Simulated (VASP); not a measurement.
# Cd (P6_3/mmc) in VASP: single point with PBEsol

Aim: the single point of Cd with PBEsol.

Program: VASP 6.6.1. These are calculated values, not measurements. Logs are shortened: lines on timing, memory, paths and dates and some standing lists are left out, and cuts for length are marked.

**1. The cell of the first run**

It takes space group P6_3/mmc (No. 194, hexagonal). The conventional cell has a = 2.954 Å, b = 2.954 Å, c = 5.570 Å, α = 90.00°, β = 90.00°, γ = 120.00°. Within 3.9 Å of Cd (site symmetry -6m2) lie 12 Cd at 2.95 to 3.27 Å.

**2. Single point, PBEsol**

Contents of INCAR:

```
SYSTEM = Cd
  PREC = Accurate
  ENCUT = 520
  EDIFF = 1E-6
  ISMEAR = -1
  SIGMA = 0.05
  LREAL = .FALSE.
  LASPH = .TRUE.
  NELM = 60
  ALGO = Normal
  ISIF = 2
  LWAVE = .FALSE.
  LCHARG = .FALSE.
  GGA = PS
  NBANDS = 19
```

Contents of KPOINTS:

```
regular mesh
0
G
  17 17 8
  0 0 0
```

Contents of POSCAR:

```
Cd
1.0
    2.9538152498      0.0000000000      0.0000000000
   -1.4769076249      2.5580790444      0.0000000000
    0.0000000000      0.0000000000      5.5704010387
Cd
2
Direct
    0.3333333333      0.6666666667      0.2500000000
    0.6666666667      0.3333333333      0.7500000000
```

Potentials or basis: VASP PAW PBE potentials, release 64 (Cd).

On the command line:

```bash
$ cat potpaw_PBE.64/Cd/POTCAR > POTCAR
$ mpirun -np 1 vasp_std > vasp.out
```

OUTCAR:

```text
SYSTEM = Cd
   PREC = Accurate
   ENCUT = 520
   EDIFF = 1E-6
   ISMEAR = -1
   LREAL = .FALSE.
   LASPH = .TRUE.
   NELM = 60
   ISIF = 2
   GGA = PS

 ion  position               nearest neighbor table
   1  0.333  0.667  0.250-   2 3.27   2 3.27   2 3.27   2 3.27   2 3.27   2 3.27
   2  0.667  0.333  0.750-   1 3.27   1 3.27   1 3.27   1 3.27   1 3.27   1 3.27

  LATTYP: Found a hexagonal cell.
 ALAT       =     2.9538152498
 C/A-ratio  =     1.8858325818

  Lattice vectors:

 A1 = (   2.9538152498,   0.0000000000,   0.0000000000)
 A2 = (  -1.4769076249,   2.5580790444,   0.0000000000)
 A3 = (   0.0000000000,   0.0000000000,   5.5704010387)

Analysis of symmetry for initial positions (statically):
=====================================================================
 Subroutine PRICEL returns:
 Original cell was already a primitive cell.

 Routine SETGRP: Setting up the symmetry group for a
 hexagonal supercell.

 Subroutine GETGRP returns: Found 24 space group operations
 (whereof 12 operations were pure point group operations)
 out of a pool of 24 trial point group operations.

The static configuration has the point symmetry D_3d.
 The point group associated with its full space group is D_6h.

Analysis of symmetry for dynamics (positions and initial velocities):
=====================================================================
 Subroutine PRICEL returns:
 Original cell was already a primitive cell.

 Routine SETGRP: Setting up the symmetry group for a
 hexagonal supercell.

 Subroutine GETGRP returns: Found 24 space group operations
 (whereof 12 operations were pure point group operations)
 out of a pool of 24 trial point group operations.

The dynamic configuration has the point symmetry D_3d.
 The point group associated with its full space group is D_6h.

 Subroutine INISYM returns: Found 24 space group operations
 (whereof 12 operations are pure point group operations),
 and found     1 'primitive' translations

----------------------------------------------------------------------------------------

                                     Primitive cell

  volume of cell :      42.0905

  direct lattice vectors                    reciprocal lattice vectors
     2.953815250  0.000000000  0.000000000     0.338545209  0.195459167  0.000000000
[... 76 lines left out ...]
 SYSTEM =  Cd
   PREC   = accura    normal or accurate (medium, high low for compatibility)
   ISTART =      0    job   : 0-new  1-cont  2-samecut
   ICHARG =      2    charge: 1-file 2-atom 10-const
   ISPIN  =      1    spin polarized calculation?
   LNONCOLLINEAR =      F non collinear calculations
   LSORBIT =      F    spin-orbit coupling
   LASPH  =      T    aspherical Exc in radial PAW
   ENCUT  =  520.0 eV  38.22 Ry    6.18 a.u.   5.49  5.49 10.36*2*pi/ulx,y,z
   NELM   =     60;   NELMIN=  2; NELMDL= -5     # of ELM steps
   EDIFF  = 0.1E-05   stopping-criterion for ELM
   LREAL  =      F    real-space projection
   EDIFFG = 0.1E-04   stopping-criterion for IOM
   NSW    =      0    number of steps for IOM
   IBRION =     -1    ionic relax: 0-MD 1-quasi-New 2-CG
   NFREE  =      0    steps in history (QN), initial steepest desc. (CG)
   ISIF   =      2    stress and relaxation
   ISYM   =      2    0-nonsym 1-usesym 2-fastsym
   POTIM  = 0.5000    time-step for ionic-motion
   TEBEG  =    0.0;   TEEND  =   0.0 temperature during run
   PSTRESS=    0.0 pullay stress
   NELECT =      24.0000    total number of electrons
   NUPDOWN=      -1.0000    fix difference up-down
   EMIN   =  10.00;   EMAX   =-10.00  energy-range for DOS
   EFERMI =   0.00;   METHOD = LEGACY
   ISMEAR =    -1;   SIGMA  =   0.05  broadening in eV -4-tet -1-fermi 0-gaus
   EFERMI_NEDOS =   21; number of points for ismear=-14 and -15
   IALGO  =     38    algorithm
   IMIX   =      4    mixing-type and parameters
     AMIX     =   0.40;   BMIX     =  1.00
     AMIX_MAG =   1.60;   BMIX_MAG =  1.00
  volume/ion in A,a.u.               =      21.05       142.02
  Fermi-wavevector in a.u.,A,eV,Ry     =   1.357534  2.565367 25.074151  1.842898
  Thomas-Fermi vector in A             =   2.484444
   LORBIT       =      0    0 simple, 1 ext, 2 COOP (PROOUT), +10 PAW based schemes
   GGA     = PS    functional components
   LHFCALC =     F    Hartree Fock is set to
   AEXX    =    0.0000 exact exchange contribution
   IVDW    =     0    specifies the selected vdW correction
   LEPSILON=     F    determine dielectric tensor
   LRPA    =     F    only Hartree local field effects (RPA)
 non-spin polarized calculation
  energy-cutoff  :      520.00
  volume of cell :       42.09
 maximum number of plane-waves:      1172
 NGX is ok and might be reduce to    24
   NGX = 11   NGY = 11   NGZ = 21

 number of electron      24.0000007 magnetization

 Free energy of the ion-electron system (eV)
  ---------------------------------------------------
  ext. energy  EPLUGINS =         0.00000000
  ---------------------------------------------------
  free energy    TOTEN  =        -2.39510355 eV

  energy without entropy =       -2.39081415  energy(sigma->0) =       -2.39295885

 E-fermi :   2.9983     XC(G=0): -11.3455

 val. band max:        2.9336798419   @ k =   0.4118  -0.0000   0.0000
 cond. band min:       3.0214558371   @ k =   0.2353   0.1176   0.0000
 fundamental gap:      0.0877759952
 Fermi energy:         2.9983179828

 k-point     1 :       0.0000    0.0000    0.0000
  band No.  band energies     occupation
      1      -6.9788      2.00000
      2      -6.6994      2.00000
      3      -6.2843      2.00000
      4      -6.2843      2.00000
      5      -6.2293      2.00000
      6      -6.2293      2.00000
[... 505 lines left out ...]
      6      -6.1337      2.00000
[... 11 lines left out ...]
     18      13.9195      0.00000
     19      14.5706      0.00000

 [... further k-points ...]
[... 5 lines left out ...]
  --------------------------------------------------------------------------------------
  -------------------------------------------------------------------------------------
  Total        0.1676795      0.1676795     -0.0597190      0.0000000      0.0000000      0.0000000
  in kB        6.3827360      6.3827360     -2.2732089      0.0000000      0.0000000      0.0000000
  external PRESSURE =       3.4974210 kB  Pullay stress =       0.0000000 kB

 VOLUME and BASIS-vectors are now :
 -----------------------------------------------------------------------------
  energy-cutoff  :      520.00
  volume of cell :       42.09
      direct lattice vectors                 reciprocal lattice vectors
     2.953815250  0.000000000  0.000000000     0.338545209  0.195459167  0.000000000
    -1.476907625  2.558079044  0.000000000     0.000000000  0.390918335  0.000000000
     0.000000000  0.000000000  5.570401039     0.000000000  0.000000000  0.179520288

 POSITION                                       TOTAL-FORCE (eV/Angst)
 -----------------------------------------------------------------------------------
     -0.00000      1.70539      1.39260         0.000000     -0.000000      0.000000
      1.47691      0.85269      4.17780        -0.000000      0.000000     -0.000000
 -----------------------------------------------------------------------------------
    total drift:                               -0.000000      0.000000      0.000000

  FREE ENERGIE OF THE ION-ELECTRON SYSTEM (eV)
  ---------------------------------------------------
  free  energy   TOTEN  =        -2.3951035494 eV

  energy  without entropy=       -2.3908141511  energy(sigma->0) =       -2.39295885
```

OSZICAR:

```text
N       E                     dE             d eps       ncg     rms          rms(c)
DAV:   1     0.176995955838E+03    0.17700E+03   -0.13152E+04  6286   0.128E+03
DAV:   2     0.150675209846E+01   -0.17549E+03   -0.16900E+03  6492   0.334E+02
DAV:   3    -0.257268213878E+01   -0.40794E+01   -0.40714E+01  7178   0.585E+01
DAV:   4    -0.257999661747E+01   -0.73145E-02   -0.73135E-02  6889   0.233E+00
DAV:   5    -0.258001811791E+01   -0.21500E-04   -0.21500E-04  6862   0.124E-01    0.470E+00
DAV:   6    -0.240917551451E+01    0.17084E+00   -0.39508E-01  6871   0.778E+00    0.372E+00
DAV:   7    -0.239690220185E+01    0.12273E-01   -0.31859E-02  6891   0.167E+00    0.197E+00
DAV:   8    -0.239506797802E+01    0.18342E-02   -0.34458E-03  6586   0.724E-01    0.977E-02
DAV:   9    -0.239508242012E+01   -0.14442E-04   -0.26709E-05  7057   0.553E-02    0.443E-02
DAV:  10    -0.239510364170E+01   -0.21222E-04   -0.15226E-05  6690   0.414E-02    0.376E-03
DAV:  11    -0.239510354936E+01    0.92344E-07   -0.12074E-07  3648   0.346E-03
   1 F= -.23951035E+01 E0= -.23929589E+01  d E =-.428940E-02
```

stdout:

```text
POSCAR found type information on POSCAR Cd
 POSCAR found :  1 types and       2 ions
 scaLAPACK will be used
 -----------------------------------------------------------------------------
|                                                                             |
|                                                                             |
|     You enforced a specific xc type in the INCAR file but a different       |
|     I HOPE YOU KNOW WHAT YOU ARE DOING!                                     |
|                                                                             |
 -----------------------------------------------------------------------------

 LDA part: xc-table for (Slater+PW92), standard interpolation
 POSCAR, INCAR and KPOINTS ok, starting setup
 FFT: planning ... GRIDC
 FFT: planning ... GRID_SOFT
 FFT: planning ... GRID
 WAVECAR not read
 entering main loop
```

Run time: 28 s. Hardware: 1 thread of Intel Xeon 6975P-C (Granite Rapids), shared host; peak memory 0.23 GiB.

What came out:

- Free energy: -2.3951 eV
- Pressure: 0.3 GPa
- Band gap on the k mesh: zero (band 12 reaches 4.33 eV, above the bottom of band 13 at -0.04 eV)

Levels at points of the mesh, in eV from the Fermi level:
```
           k point  band 8  band 9  band 10  band 11  band 12  band 13  band 14  band 15  band 16  band 17
(0.00, 0.00, 0.00)   -8.72   -8.72    -8.46    -8.46    -3.21    -3.04    10.67    14.54    15.10    15.10
(0.00, 0.00, 0.50)   -8.57   -8.57    -8.57    -7.56    -7.56     3.75     3.75    14.87    14.87    16.06
```

Caveat: the PAW data sets were made with another functional, which shifts forces and pressure a little.
